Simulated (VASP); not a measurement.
# TePb in VASP: notebook

Aim: see how the results for TePb move with the level of theory and the settings. Levels: r2SCAN, PBE, r2SCAN0. Tasks: single point.

Everything below comes from runs of VASP 6.6.1. Logs are shortened: lines on timing, memory, paths and dates and some standing lists are left out, and cuts for length are marked.

### 1 The cell of the first run

Symmetry: Pm-3m, No. 221, cubic system. Conventional cell: a = 3.975 Å, b = 3.975 Å, c = 3.975 Å, α = 90.00°, β = 90.00°, γ = 90.00°. Within 4.5 Å of Pb (site symmetry m-3m) lie 8 Te at 3.44 Å and 6 Pb at 3.98 Å. Te (site symmetry m-3m) has 8 Pb at 3.44 Å and 6 Te at 3.98 Å within 4.5 Å.

### 2 Single point, r2SCAN (31.41 Å³/atom)

POSCAR reads:

```
TePb
1.0
    3.9754252041      0.0000000000      0.0000000000
    0.0000000000      3.9754252041      0.0000000000
    0.0000000000      0.0000000000      3.9754252041
Pb Te
1 1
Direct
    0.0000000000      0.0000000000      0.0000000000
    0.5000000000      0.5000000000      0.5000000000
```

INCAR.step1 reads:

```
ALGO     = Normal         # electronic algorithm
EDIFF    = 1E-5           # SCF threshold, eV
ENCUT    = 550            # plane-wave cutoff, eV
GGA      = PE             # functional
GGA_COMPAT= F            
ISMEAR   = -1             # smearing method
LASPH    = T              # aspherical terms in the spheres
LCHARG   = F              # write CHGCAR
LREAL    = F              # projectors in reciprocal space
LWAVE    = T              # write WAVECAR
NBANDS   = 17             # bands
NELM     = 120            # most SCF steps
PREC     = Accurate       # precision mode
SIGMA    = 0.05           # smearing width, eV
```

INCAR.step2 reads:

```
ALGO     = Normal         # electronic algorithm
EDIFF    = 1E-6           # SCF threshold, eV
ENCUT    = 550            # plane-wave cutoff, eV
GGA_COMPAT= F            
ISIF     = 2              # what is computed and relaxed
ISMEAR   = -1             # smearing method
ISTART   = 1            
LASPH    = T              # aspherical terms in the spheres
LCHARG   = F              # write CHGCAR
LMIXTAU  = T            
LREAL    = F              # projectors in reciprocal space
LWAVE    = F              # write WAVECAR
METAGGA  = R2SCAN         # meta-GGA
NBANDS   = 17             # bands
NELM     = 120            # most SCF steps
PREC     = Accurate       # precision mode
SIGMA    = 0.05           # smearing width, eV
```

KPOINTS reads:

```
k-points
0
Gamma
  7 7 7
```

Potentials or basis: VASP PAW PBE potentials, release 64 (Pb_d, Te).

Started as:

```sh
$ cat potpaw_PBE.64/Pb_d/POTCAR potpaw_PBE.64/Te/POTCAR > POTCAR
$ cp INCAR.step1 INCAR
$ mpirun -np 1 vasp_std > vasp.out
$ cp INCAR.step2 INCAR
$ mpirun -np 1 vasp_std > vasp.out
```

OUTCAR:

```text
EDIFF = 1E-6
   ENCUT = 550
   ISIF = 2
   ISMEAR = -1
   ISTART = 1
   LASPH = T
   LREAL = F
   METAGGA = R2SCAN
   NELM = 120
   PREC = Accurate

 ion  position               nearest neighbor table
   1  0.000  0.000  0.000-   2 3.44   2 3.44   2 3.44   2 3.44   2 3.44   2 3.44   2 3.44   2 3.44

   2  0.500  0.500  0.500-   1 3.44   1 3.44   1 3.44   1 3.44   1 3.44   1 3.44   1 3.44   1 3.44

  LATTYP: Found a simple cubic cell.
 ALAT       =     3.9754252041

  Lattice vectors:

 A1 = (   3.9754252041,   0.0000000000,   0.0000000000)
 A2 = (   0.0000000000,   3.9754252041,   0.0000000000)
 A3 = (   0.0000000000,   0.0000000000,   3.9754252041)

Analysis of symmetry for initial positions (statically):
=====================================================================
 Subroutine PRICEL returns:
 Original cell was already a primitive cell.

 Routine SETGRP: Setting up the symmetry group for a
 simple cubic supercell.

 Subroutine GETGRP returns: Found 48 space group operations
 (whereof 48 operations were pure point group operations)
 out of a pool of 48 trial point group operations.

The static configuration has the point symmetry O_h .

Analysis of symmetry for dynamics (positions and initial velocities):
=====================================================================
 Subroutine PRICEL returns:
 Original cell was already a primitive cell.

 Routine SETGRP: Setting up the symmetry group for a
 simple cubic supercell.

 Subroutine GETGRP returns: Found 48 space group operations
 (whereof 48 operations were pure point group operations)
 out of a pool of 48 trial point group operations.

The dynamic configuration has the point symmetry O_h .

 Subroutine INISYM returns: Found 48 space group operations
 (whereof 48 operations are pure point group operations),
 and found     1 'primitive' translations

----------------------------------------------------------------------------------------

                                     Primitive cell

  volume of cell :      62.8276

  direct lattice vectors                    reciprocal lattice vectors
     3.975425204  0.000000000  0.000000000     0.251545419  0.000000000  0.000000000
     0.000000000  3.975425204  0.000000000     0.000000000  0.251545419  0.000000000
     0.000000000  0.000000000  3.975425204     0.000000000  0.000000000  0.251545419

  length of vectors
     3.975425204  3.975425204  3.975425204     0.251545419  0.251545419  0.251545419

  position of ions in fractional coordinates (direct lattice)
     0.000000000  0.000000000  0.000000000
     0.500000000  0.500000000  0.500000000

  ion indices of the primitive-cell ions
   primitive index   ion index
                 1           1
                 2           2

----------------------------------------------------------------------------------------

 KPOINTS: k-points

Automatic generation of k-mesh.
 Grid dimensions read from file:
 generate k-points for:    7    7    7

 Generating k-lattice:

  Cartesian coordinates                     Fractional coordinates (reciprocal lattice)
     0.035935060  0.000000000  0.000000000     0.142857143  0.000000000  0.000000000
     0.000000000  0.035935060  0.000000000     0.000000000  0.142857143  0.000000000
     0.000000000  0.000000000  0.035935060     0.000000000  0.000000000  0.142857143

  Length of vectors
     0.035935060  0.035935060  0.035935060

  Shift w.r.t. Gamma in fractional coordinates (k-lattice)
     0.000000000  0.000000000  0.000000000

 Subroutine IBZKPT returns following result:
 ===========================================

 Found     20 irreducible k-points:

 Following reciprocal coordinates:
            Coordinates               Weight
  0.000000  0.000000  0.000000      1.000000
  0.142857  0.000000  0.000000      6.000000
  0.285714  0.000000  0.000000      6.000000
  0.428571  0.000000  0.000000      6.000000
  0.142857  0.142857  0.000000     12.000000
  0.285714  0.142857  0.000000     24.000000
[... 12 lines left out ...]
  0.428571  0.428571  0.285714     24.000000
  0.428571  0.428571  0.428571      8.000000
   k-points           NKPTS =     20   k-points in BZ     NKDIM =     20   number of bands    NBANDS=     17
   number of dos      NEDOS =    301   number of ions     NIONS =      2
   total plane-waves  NPLWV =  27000
   dimension x,y,z NGX =    30 NGY =   30 NGZ =   30
   dimension x,y,z NGXF=    60 NGYF=   60 NGZF=   60
   ions per type =               1   1
   NGX,Y,Z   is equivalent  to a cutoff of  12.55, 12.55, 12.55 a.u.
   NGXF,Y,Z  is equivalent  to a cutoff of  25.09, 25.09, 25.09 a.u.
 SYSTEM =  unknown system
   PREC   = accura    normal or accurate (medium, high low for compatibility)
   ISTART =      1    job   : 0-new  1-cont  2-samecut
   ICHARG =      0    charge: 1-file 2-atom 10-const
   ISPIN  =      1    spin polarized calculation?
   LNONCOLLINEAR =      F non collinear calculations
   LSORBIT =      F    spin-orbit coupling
   LASPH  =      T    aspherical Exc in radial PAW
   ENCUT  =  550.0 eV  40.42 Ry    6.36 a.u.   7.60  7.60  7.60*2*pi/ulx,y,z
   NELM   =    120;   NELMIN=  2; NELMDL=  0     # of ELM steps
   EDIFF  = 0.1E-05   stopping-criterion for ELM
   LREAL  =      F    real-space projection
   EDIFFG = 0.1E-04   stopping-criterion for IOM
   NSW    =      0    number of steps for IOM
   IBRION =     -1    ionic relax: 0-MD 1-quasi-New 2-CG
   NFREE  =      0    steps in history (QN), initial steepest desc. (CG)
   ISIF   =      2    stress and relaxation
   ISYM   =      2    0-nonsym 1-usesym 2-fastsym
   POTIM  = 0.5000    time-step for ionic-motion
   TEBEG  =    0.0;   TEEND  =   0.0 temperature during run
   PSTRESS=    0.0 pullay stress
   NELECT =      20.0000    total number of electrons
   NUPDOWN=      -1.0000    fix difference up-down
   EMIN   =  10.00;   EMAX   =-10.00  energy-range for DOS
   EFERMI =   0.00;   METHOD = LEGACY
   ISMEAR =    -1;   SIGMA  =   0.05  broadening in eV -4-tet -1-fermi 0-gaus
   EFERMI_NEDOS =   21; number of points for ismear=-14 and -15
   IALGO  =     38    algorithm
   IMIX   =      4    mixing-type and parameters
     AMIX     =   0.40;   BMIX     =  1.00
     AMIX_MAG =   1.60;   BMIX_MAG =  1.00
  volume/ion in A,a.u.               =      31.41       211.99
  Fermi-wavevector in a.u.,A,eV,Ry     =   1.117810  2.112354 17.000462  1.249499
  Thomas-Fermi vector in A             =   2.254436
   LORBIT       =      0    0 simple, 1 ext, 2 COOP (PROOUT), +10 PAW based schemes
   METAGGA = R2SCAN    functional components
   LHFCALC =     F    Hartree Fock is set to
   AEXX    =    0.0000 exact exchange contribution
   IVDW    =     0    specifies the selected vdW correction
   LEPSILON=     F    determine dielectric tensor
   LRPA    =     F    only Hartree local field effects (RPA)
 non-spin polarized calculation
  energy-cutoff  :      550.00
  volume of cell :       62.83
 maximum number of plane-waves:      1850
   NGX = 15   NGY = 15   NGZ = 15

 number of electron      20.0000002 magnetization

 Free energy of the ion-electron system (eV)
  ---------------------------------------------------
  ext. energy  EPLUGINS =         0.00000000
  ---------------------------------------------------
  free energy    TOTEN  =       -82.14948323 eV

  energy without entropy =      -82.14073468  energy(sigma->0) =      -82.14510896

 E-fermi :   6.5278     XC(G=0): -10.2698

 val. band max:        6.4740959616   @ k =   0.4286   0.2857   0.0000
 cond. band min:       6.6404099006   @ k =   0.4286   0.4286   0.2857
 fundamental gap:      0.1663139390
 Fermi energy:         6.5278377966

 k-point     1 :       0.0000    0.0000    0.0000
  band No.  band energies     occupation
      1     -11.3738      2.00000
      2     -11.3738      2.00000
      3     -11.2834      2.00000
      4     -11.2834      2.00000
      5     -11.2834      2.00000
      6      -6.2289      2.00000
[... 9 lines left out ...]
     16      17.7017      0.00000
     17      18.0940      0.00000

 k-point     2 :       0.1429    0.0000    0.0000
  band No.  band energies     occupation
      1     -11.3731      2.00000
      2     -11.3600      2.00000
      3     -11.2887      2.00000
      4     -11.2887      2.00000
      5     -11.2830      2.00000
      6      -6.0534      2.00000
[... 9 lines left out ...]
     16      17.3228      0.00000
     17      17.5723      0.00000

 k-point     3 :       0.2857    0.0000    0.0000
  band No.  band energies     occupation
      1     -11.3715      2.00000
      2     -11.3289      2.00000
      3     -11.3006      2.00000
      4     -11.3006      2.00000
      5     -11.2821      2.00000
      6      -5.5532      2.00000
[... 9 lines left out ...]
     16      15.5076      0.00000
     17      17.8150      0.00000

 k-point     4 :       0.4286    0.0000    0.0000
  band No.  band energies     occupation
      1     -11.3703      2.00000
      2     -11.3101      2.00000
      3     -11.3101      2.00000
      4     -11.3041      2.00000
      5     -11.2814      2.00000
      6      -4.8986      2.00000
[... 9 lines left out ...]
     16      17.8746      0.00000
     17      18.4924      0.00000
[... 263 lines left out ...]
      1     -11.3360      2.00000
      2     -11.3285      2.00000
      3     -11.3160      2.00000
      4     -11.3003      2.00000
      5     -11.2749      2.00000
      6      -4.0115      2.00000
[... 9 lines left out ...]
     16      16.7794      0.00000
     17      19.2165      0.00000

 k-point    19 :       0.4286    0.4286    0.2857
  band No.  band energies     occupation
      1     -11.3466      2.00000
      2     -11.3274      2.00000
      3     -11.3265      2.00000
      4     -11.2871      2.00000
      5     -11.2607      2.00000
      6      -3.7537      2.00000
[... 9 lines left out ...]
     16      18.4064      0.00000
     17      19.6661      0.00000

 k-point    20 :       0.4286    0.4286    0.4286
  band No.  band energies     occupation
      1     -11.3411      2.00000
      2     -11.3390      2.00000
      3     -11.3390      2.00000
      4     -11.2601      2.00000
      5     -11.2601      2.00000
      6      -3.5752      2.00000
[... 9 lines left out ...]
     16      19.9684      0.00000
     17      21.7760      0.00000

------------------------ aborting loop because EDIFF is reached ----------------------------------------

  FORCE on cell =-STRESS in cart. coord.  units (eV):
  Direction    XX          YY          ZZ          XY          YZ          ZX
  --------------------------------------------------------------------------------------
  -------------------------------------------------------------------------------------
  Total        0.2798939      0.2798939      0.2798939     -0.0000000     -0.0000000      0.0000000
  in kB        7.1376180      7.1376180      7.1376180     -0.0000000     -0.0000000      0.0000000
  external PRESSURE =       7.1376180 kB  Pullay stress =       0.0000000 kB

 VOLUME and BASIS-vectors are now :
 -----------------------------------------------------------------------------
  energy-cutoff  :      550.00
  volume of cell :       62.83
      direct lattice vectors                 reciprocal lattice vectors
     3.975425204  0.000000000  0.000000000     0.251545419  0.000000000  0.000000000
     0.000000000  3.975425204  0.000000000     0.000000000  0.251545419  0.000000000
     0.000000000  0.000000000  3.975425204     0.000000000  0.000000000  0.251545419

 POSITION                                       TOTAL-FORCE (eV/Angst)
 -----------------------------------------------------------------------------------
      0.00000      0.00000      0.00000         0.000000      0.000000      0.000000
      1.98771      1.98771      1.98771         0.000000      0.000000      0.000000
 -----------------------------------------------------------------------------------
    total drift:                                0.000000     -0.000000     -0.000000

  FREE ENERGIE OF THE ION-ELECTRON SYSTEM (eV)
  ---------------------------------------------------
  free  energy   TOTEN  =       -82.1494832332 eV

  energy  without entropy=      -82.1407346773  energy(sigma->0) =      -82.14510896
```

Run time: 38 s. Hardware: 1 thread of Intel Xeon 6975P-C (Granite Rapids), shared host; peak memory 0.18 GiB.

What came out:

- Free energy: -82.1495 eV
- Pressure: 0.7 GPa
- Band gap on the k mesh: zero (bands 10 and 11 overlap by 0.69 eV)

Caveat: semilocal functionals underestimate gaps, so a narrow gap can read as zero; the PAW data sets were made with another functional, which shifts forces and pressure a little; spin-orbit coupling is left out, which moves the levels of the heavy elements.

(Continued in part 2 of 3.)
